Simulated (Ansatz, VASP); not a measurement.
# Two plane-wave programs on AlNi

```
CELL_PARAMETERS angstrom
2.89357 0.00000 0.00000
0.00000 2.89357 0.00000
0.00000 0.00000 2.89357
ATOMIC_POSITIONS crystal
Ni 0.00000 0.00000 0.00000
Al 0.50000 0.50000 0.50000
```

Alike in both runs: functional PBE; k mesh 15 × 15 × 15; occupations fermi-dirac, width 0.1 eV; no spin polarisation.

Ansatz relaxed the structure, and its values are those at the end. VASP's run is a single point on that final structure, the one shown.

|  | VASP | Ansatz |
| --- | --- | --- |
| version | VASP 6.6.1 | Ansatz 0.2.0 |
| potentials or method | VASP PAW PBE potentials, release 64 (Ni, Al) | PAW with Ansatz's default frozen-core files, scalar-relativistic |
| plane-wave cutoff (eV) | 520 | 420 |
| valence electrons in the cell | 13 | 21 |

```csv
,VASP,Ansatz,Ansatz less VASP
pressure (GPa),0.0,0.0,0.00
```

VASP's potentials hold 13 valence electrons a cell and Ansatz's 21, so a difference there can come from the potentials and not from the codes.
